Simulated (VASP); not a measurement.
# Sb (R-3m) in VASP: further runs

Sb is run at these levels: LDA, PBEsol, PBEsol+D4; tasks: electric field gradients.

All numbers are computed with VASP 6.6.1; they aren't measurements. Logs are shortened: lines on timing, memory, paths and dates and some standing lists are left out, and cuts for length are marked.

**1. The cell of the first run**

Symmetry: R-3m, No. 166, trigonal system. The conventional cell has a = 4.301 Å, b = 4.301 Å, c = 11.232 Å, α = 90.00°, β = 90.00°, γ = 120.00°. Within 3.8 Å of Sb (site symmetry 3m) lie 6 Sb at 2.90 to 3.34 Å.

**2. Electric field gradients, LDA**

Contents of INCAR:

```
ALGO     = Normal         # electronic algorithm
EDIFF    = 1E-8           # SCF threshold, eV
ENCUT    = 520            # plane-wave cutoff, eV
GGA      = CA             # functional
ISIF     = 2              # what is computed and relaxed
ISMEAR   = -1             # smearing method
LASPH    = True           # aspherical terms in the spheres
LCHARG   = False          # write CHGCAR
LEFG     = True         
LREAL    = False          # projectors in reciprocal space
LWAVE    = False          # write WAVECAR
NBANDS   = 12             # bands
NELM     = 80             # most SCF steps
PREC     = Accurate       # precision mode
SIGMA    = 0.05           # smearing width, eV
```

Contents of KPOINTS:

```
k-points
0
Gamma
  9 9 9
```

Contents of POSCAR:

```
Sb
1.0
    2.1506003320      1.2416496806      3.7440000000
   -2.1506003320      1.2416496806      3.7440000000
    0.0000000000     -2.4832993611      3.7440000000
Sb
2
Direct
    0.2336400000      0.2336400000      0.2336400000
    0.7663600000      0.7663600000      0.7663600000
```

Potentials or basis: VASP PAW LDA potentials, release 64 (Sb).

Run with:

```bash
$ cat potpaw_LDA.64/Sb/POTCAR > POTCAR
$ mpirun -np 1 vasp_std > vasp.out
```

OUTCAR:

```text
EDIFF = 1E-8
   ENCUT = 520
   GGA = CA
   ISIF = 2
   ISMEAR = -1
   LASPH = True
   LREAL = False
   NELM = 80
   PREC = Accurate

 ion  position               nearest neighbor table
   1  0.234  0.234  0.234-   2 2.90   2 2.90   2 2.90   2 3.34   2 3.34   2 3.34
   2  0.766  0.766  0.766-   1 2.90   1 2.90   1 2.90   1 3.34   1 3.34   1 3.34

  LATTYP: Found a trigonal (rhomboedric) cell.
 ALAT       =     4.4926953733
 COS(alpha) =     0.5417151843

  Lattice vectors:

 A1 = (   2.1506003320,   1.2416496806,   3.7440000000)
 A2 = (  -2.1506003320,   1.2416496806,   3.7440000000)
 A3 = (   0.0000000000,  -2.4832993611,   3.7440000000)

Analysis of symmetry for initial positions (statically):
=====================================================================
 Subroutine PRICEL returns:
 Original cell was already a primitive cell.

 Routine SETGRP: Setting up the symmetry group for a
 trigonal (rhombohedral) supercell.

 Subroutine GETGRP returns: Found 12 space group operations
 (whereof 12 operations were pure point group operations)
 out of a pool of 12 trial point group operations.

The static configuration has the point symmetry D_3d.

Analysis of symmetry for dynamics (positions and initial velocities):
=====================================================================
 Subroutine PRICEL returns:
 Original cell was already a primitive cell.

 Routine SETGRP: Setting up the symmetry group for a
 trigonal (rhombohedral) supercell.

 Subroutine GETGRP returns: Found 12 space group operations
 (whereof 12 operations were pure point group operations)
 out of a pool of 12 trial point group operations.

The dynamic configuration has the point symmetry D_3d.

 Subroutine INISYM returns: Found 12 space group operations
 (whereof 12 operations are pure point group operations),
 and found     1 'primitive' translations

----------------------------------------------------------------------------------------

                                     Primitive cell

  volume of cell :      59.9854

  direct lattice vectors                    reciprocal lattice vectors
     2.150600332  1.241649681  3.744000000     0.232493222  0.134230024  0.089031339
    -2.150600332  1.241649681  3.744000000    -0.232493222  0.134230024  0.089031339
     0.000000000 -2.483299361  3.744000000     0.000000000 -0.268460048  0.089031339

  length of vectors
     4.492695373  4.492695373  4.492695373     0.282838075  0.282838075  0.282838075

  position of ions in fractional coordinates (direct lattice)
     0.233640000  0.233640000  0.233640000
     0.766360000  0.766360000  0.766360000

  ion indices of the primitive-cell ions
   primitive index   ion index
                 1           1
                 2           2

----------------------------------------------------------------------------------------

 KPOINTS: k-points

Automatic generation of k-mesh.
 Grid dimensions read from file:
 generate k-points for:    9    9    9

 Generating k-lattice:

  Cartesian coordinates                     Fractional coordinates (reciprocal lattice)
     0.025832580  0.014914447  0.009892371     0.111111111 -0.000000000 -0.000000000
    -0.025832580  0.014914447  0.009892371    -0.000000000  0.111111111 -0.000000000
     0.000000000 -0.029828894  0.009892371     0.000000000  0.000000000  0.111111111

  Length of vectors
     0.031426453  0.031426453  0.031426453

  Shift w.r.t. Gamma in fractional coordinates (k-lattice)
     0.000000000  0.000000000  0.000000000

 Subroutine IBZKPT returns following result:
 ===========================================

 Found     85 irreducible k-points:

 Following reciprocal coordinates:
            Coordinates               Weight
  0.000000  0.000000  0.000000      1.000000
  0.111111 -0.000000  0.000000      6.000000
  0.222222 -0.000000  0.000000      6.000000
  0.333333  0.000000  0.000000      6.000000
  0.444444 -0.000000  0.000000      6.000000
  0.111111  0.111111  0.000000      6.000000
[... 16 lines left out ...]
 -0.333333  0.333333  0.000000      6.000000
  0.444444  0.444444  0.000000      6.000000
 [... further k-points ...]
   k-points           NKPTS =     85   k-points in BZ     NKDIM =     85   number of bands    NBANDS=     12
   number of dos      NEDOS =    301   number of ions     NIONS =      2
   total plane-waves  NPLWV =  46656
   dimension x,y,z NGX =    36 NGY =   36 NGZ =   36
   dimension x,y,z NGXF=    72 NGYF=   72 NGZF=   72
   ions per type =               2
   NGX,Y,Z   is equivalent  to a cutoff of  13.32, 13.32, 13.32 a.u.
   NGXF,Y,Z  is equivalent  to a cutoff of  26.64, 26.64, 26.64 a.u.
 SYSTEM =  unknown system
   PREC   = accura    normal or accurate (medium, high low for compatibility)
   ISTART =      0    job   : 0-new  1-cont  2-samecut
   ICHARG =      2    charge: 1-file 2-atom 10-const
   ISPIN  =      1    spin polarized calculation?
   LNONCOLLINEAR =      F non collinear calculations
   LSORBIT =      F    spin-orbit coupling
   LASPH  =      T    aspherical Exc in radial PAW
   ENCUT  =  520.0 eV  38.22 Ry    6.18 a.u.   8.35  8.35  8.35*2*pi/ulx,y,z
   NELM   =     80;   NELMIN=  2; NELMDL= -5     # of ELM steps
   EDIFF  = 0.1E-07   stopping-criterion for ELM
   LREAL  =      F    real-space projection
   EDIFFG = 0.1E-06   stopping-criterion for IOM
   NSW    =      0    number of steps for IOM
   IBRION =     -1    ionic relax: 0-MD 1-quasi-New 2-CG
   NFREE  =      0    steps in history (QN), initial steepest desc. (CG)
   ISIF   =      2    stress and relaxation
   ISYM   =      2    0-nonsym 1-usesym 2-fastsym
   POTIM  = 0.5000    time-step for ionic-motion
   TEBEG  =    0.0;   TEEND  =   0.0 temperature during run
   PSTRESS=    0.0 pullay stress
   NELECT =      10.0000    total number of electrons
   NUPDOWN=      -1.0000    fix difference up-down
   EMIN   =  10.00;   EMAX   =-10.00  energy-range for DOS
   EFERMI =   0.00;   METHOD = LEGACY
   ISMEAR =    -1;   SIGMA  =   0.05  broadening in eV -4-tet -1-fermi 0-gaus
   EFERMI_NEDOS =   21; number of points for ismear=-14 and -15
   IALGO  =     38    algorithm
   IMIX   =      4    mixing-type and parameters
     AMIX     =   0.40;   BMIX     =  1.00
     AMIX_MAG =   1.60;   BMIX_MAG =  1.00
  volume/ion in A,a.u.               =      29.99       202.40
  Fermi-wavevector in a.u.,A,eV,Ry     =   0.901003  1.702649 11.045295  0.811806
  Thomas-Fermi vector in A             =   2.024030
   LORBIT       =      0    0 simple, 1 ext, 2 COOP (PROOUT), +10 PAW based schemes
   GGA     = CA    functional components
   LHFCALC =     F    Hartree Fock is set to
   AEXX    =    0.0000 exact exchange contribution
   IVDW    =     0    specifies the selected vdW correction
   LEPSILON=     F    determine dielectric tensor
   LRPA    =     F    only Hartree local field effects (RPA)
 non-spin polarized calculation
  energy-cutoff  :      520.00
  volume of cell :       59.99
 maximum number of plane-waves:      1628
 NGX is ok and might be reduce to    36
   NGX = 17   NGY = 17   NGZ = 17

 number of electron      10.0000000 magnetization

 Free energy of the ion-electron system (eV)
  ---------------------------------------------------
  ext. energy  EPLUGINS =         0.00000000
  ---------------------------------------------------
  free energy    TOTEN  =        -9.62661823 eV

  energy without entropy =       -9.62499713  energy(sigma->0) =       -9.62580768

 E-fermi :   7.2030     XC(G=0):  -9.7475

 val. band max:        7.1400933334   @ k =   0.3333   0.2222   0.2222
 cond. band min:       7.2323000073   @ k =   0.4444  -0.0000   0.0000
 fundamental gap:      0.0922066739
 Fermi energy:         7.2030035129

 k-point     1 :       0.0000    0.0000    0.0000
  band No.  band energies     occupation
      1      -5.5625      2.00000
      2       2.3761      2.00000
      3       5.1686      2.00000
      4       5.4210      2.00000
      5       5.4210      2.00000
      6       9.2936      0.00000
      7       9.9125      0.00000
      8       9.9125      0.00000
      9      12.2956      0.00000
     10      12.2956      0.00000
     11      12.4607      0.00000
     12      13.7626      0.00000

 k-point     2 :       0.1111   -0.0000    0.0000
  band No.  band energies     occupation
      1      -5.4257      2.00000
      2       1.7840      2.00000
      3       5.2066      2.00000
      4       5.3898      2.00000
      5       5.6468      2.00000
      6       9.2161      0.00000
      7       9.5530      0.00000
      8       9.5936      0.00000
      9      11.8093      0.00000
     10      12.2324      0.00000
     11      12.3490      0.00000
     12      14.6663      0.00000

 k-point     3 :       0.2222   -0.0000    0.0000
  band No.  band energies     occupation
      1      -5.0182      2.00000
      2       0.5311      2.00000
      3       5.2206      2.00000
      4       5.3296      2.00000
      5       6.0558      2.00000
      6       8.6565      0.00000
      7       8.8023      0.00000
      8       8.8694      0.00000
      9      11.9348      0.00000
     10      12.5176      0.00000
     11      12.9653      0.00000
     12      16.4183      0.00000
[... 286 lines left out ...]
 k-point    23 :      -0.3333    0.3333    0.0000
  band No.  band energies     occupation
      1      -2.5043      2.00000
      2      -2.3260      2.00000
      3       2.1373      2.00000
      4       4.4038      2.00000
      5       4.6539      2.00000
      6       9.3918      0.00000
      7       9.7405      0.00000
      8      12.3412      0.00000
      9      12.6062      0.00000
     10      13.6678      0.00000
     11      15.0098      0.00000
     12      17.1458      0.00000

 k-point    24 :       0.4444    0.4444    0.0000
  band No.  band energies     occupation
      1      -3.3341      2.00000
      2      -0.7166      2.00000
      3       1.9321      2.00000
      4       3.5250      2.00000
      5       3.5885      2.00000
      6       8.7775      0.00000
      7      12.0632      0.00000
      8      12.6286      0.00000
      9      13.6736      0.00000
     10      15.6752      0.00000
     11      16.8376      0.00000
     12      17.8612      0.00000

 [... further k-points ...]

------------------------ aborting loop because EDIFF is reached ----------------------------------------

  FORCE on cell =-STRESS in cart. coord.  units (eV):
  Direction    XX          YY          ZZ          XY          YZ          ZX
  --------------------------------------------------------------------------------------
  -------------------------------------------------------------------------------------
  Total       -0.1388594     -0.1388594     -0.3229829      0.0000000     -0.0000000      0.0000000
  in kB       -3.7088555     -3.7088555     -8.6266908      0.0000000     -0.0000000      0.0000000
  external PRESSURE =      -5.3481339 kB  Pullay stress =       0.0000000 kB

 VOLUME and BASIS-vectors are now :
 -----------------------------------------------------------------------------
  energy-cutoff  :      520.00
  volume of cell :       59.99
      direct lattice vectors                 reciprocal lattice vectors
     2.150600332  1.241649681  3.744000000     0.232493222  0.134230024  0.089031339
    -2.150600332  1.241649681  3.744000000    -0.232493222  0.134230024  0.089031339
     0.000000000 -2.483299361  3.744000000     0.000000000 -0.268460048  0.089031339

 POSITION                                       TOTAL-FORCE (eV/Angst)
 -----------------------------------------------------------------------------------
      0.00000      0.00000      2.62424         0.000000      0.000000      0.120782
      0.00000      0.00000      8.60776         0.000000     -0.000000     -0.120782
 -----------------------------------------------------------------------------------
    total drift:                                0.000000     -0.000000      0.000000

  FREE ENERGIE OF THE ION-ELECTRON SYSTEM (eV)
  ---------------------------------------------------
  free  energy   TOTEN  =        -9.6266182300 eV

  energy  without entropy=       -9.6249971344  energy(sigma->0) =       -9.62580768

 Electric field gradients (V/A^2)
---------------------------------------------------------------------
 ion       V_xx      V_yy      V_zz      V_xy      V_xz      V_yz
---------------------------------------------------------------------
   1      21.974    21.974   -43.949     0.000    -0.000    -0.000
   2      21.974    21.974   -43.949     0.000    -0.000    -0.000
---------------------------------------------------------------------

 Electric field gradients after diagonalization (V/A^2)
 (convention: |V_zz| > |V_xx| > |V_yy|)
----------------------------------------------------------------------
 ion       V_xx      V_yy      V_zz     asymmetry (V_yy - V_xx)/ V_zz
----------------------------------------------------------------------
   1      21.974    21.974   -43.949       0.000
   2      21.974    21.974   -43.949       0.000
----------------------------------------------------------------------

           NMR quadrupolar parameters

 Cq : quadrupolar parameter    Cq=e*Q*V_zz/h
 eta: asymmetry parameters     (V_yy - V_xx)/ V_zz
 Q  : nuclear electric quadrupole moment in mb (millibarn)
----------------------------------------------------------------------
 ion       Cq(MHz)       eta       Q (mb)
----------------------------------------------------------------------
   1      -0.106       0.000       1.000
   2      -0.106       0.000       1.000
----------------------------------------------------------------------
```

It took 21 s on 1 thread of Intel Xeon 6975P-C (Granite Rapids), shared host; peak memory 0.19 GiB.

Results:

```
Free energy            : -9.6266 eV
Pressure               : -0.5 GPa
Largest force          : 0.121 eV/Å
Band gap on the k mesh : 0.09 eV, indirect (least direct gap 0.49 eV)
```

Forces on the atoms (eV/Å):
```
Sb   0.000  0.000  0.121
Sb   0.000  0.000 -0.121
```

Electric field gradients, principal values (V/Å²):
| atom | least | middle | greatest (by size) |
| --- | --- | --- | --- |
| 1 Sb | 21.974 | 21.974 | -43.949 |
| 2 Sb | 21.974 | 21.974 | -43.949 |

Caveat: without QUAD_EFG the Cq values of the log hold for a quadrupole moment of 1 mb, not for the nuclei; spin-orbit coupling is left out, which moves the levels of the heavy elements. A k mesh can miss the band edges.

(Continued in part 2 of 2.)
